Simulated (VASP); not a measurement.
Input of a VASP 6.6.1 run:

INCAR

```
PREC = Accurate
ENCUT = 520
EDIFF = 1E-7
ISMEAR = 0
SIGMA = 0.1
LREAL = F
LASPH = T
NELM = 120
ALGO = Normal
ISIF = 2
LWAVE = F
LCHARG = F
LDIPOL = T
IDIPOL = 3
DIPOL = 0.5 0.5 0.321
GGA = PE
IBRION = 2
NSW = 36
EDIFFG = -0.025
GGA_COMPAT = F
NELMIN = 4
NELMDL = -8
KPAR = 4
```

KPOINTS

```
Automatic mesh
0
Gamma
  6 6 1
```

Contents of POSCAR:

```
Cu12C
1.0
    5.1332392722      0.0000000000      0.0000000000
   -2.5666196361      4.4455156134      0.0000000000
    0.0000000000      0.0000000000     19.6236279128
Cu C
12 1
Selective dynamics
Direct
    0.3333333333      0.1666666667      0.2038359073  F F F
    0.3333333333      0.6666666667      0.2038359073  F F F
    0.8333333333      0.1666666667      0.2038359073  F F F
    0.8333333333      0.6666666667      0.2038359073  F F F
    0.1666666667      0.3333333333      0.3089002473  F F F
    0.1666666667      0.8333333333      0.3089002473  F F F
    0.6666666667      0.3333333333      0.3089002473  F F F
    0.6666666667      0.8333333333      0.3089002473  F F F
    0.0000000000      0.0000000000      0.4139717665  F F F
    0.0000000000      0.5000000000      0.4139717665  F F F
    0.5000000000      0.0000000000      0.4139717665  F F F
    0.5000000000      0.5000000000      0.4139717665  F F F
    0.3333333333      0.1666666667      0.4662874620  F F T
```

Potentials or basis: VASP PAW PBE potentials, release 64 (Cu, C).

Command:

```bash
$ cat potpaw_PBE.64/Cu/POTCAR potpaw_PBE.64/C/POTCAR > POTCAR
$ mpirun -np 4 vasp_std > vasp.out
```

Predict the band gap on the k mesh.

zero (bands 68 and 69 overlap by 0.25 eV).

Estimate the energy gained by relaxing.

4.0 meV/atom.

Final structure:
```yaml
crystal:
  lattice:
    - [5.13324, 0.00000, 0.00000]
    - [-2.56662, 4.44552, 0.00000]
    - [0.00000, 0.00000, 19.62363]
  atoms:
    - { symbol: Cu, position: [0.33333, 0.16667, 0.20384] }
    - { symbol: Cu, position: [0.33333, 0.66667, 0.20384] }
    - { symbol: Cu, position: [0.83333, 0.16667, 0.20384] }
    - { symbol: Cu, position: [0.83333, 0.66667, 0.20384] }
    - { symbol: Cu, position: [0.16667, 0.33333, 0.30890] }
    - { symbol: Cu, position: [0.16667, 0.83333, 0.30890] }
    - { symbol: Cu, position: [0.66667, 0.33333, 0.30890] }
    - { symbol: Cu, position: [0.66667, 0.83333, 0.30890] }
    - { symbol: Cu, position: [0.00000, 0.00000, 0.41397] }
    - { symbol: Cu, position: [0.00000, 0.50000, 0.41397] }
    - { symbol: Cu, position: [0.50000, 0.00000, 0.41397] }
    - { symbol: Cu, position: [0.50000, 0.50000, 0.41397] }
    - { symbol: C, position: [0.33333, 0.16667, 0.47070] }
```
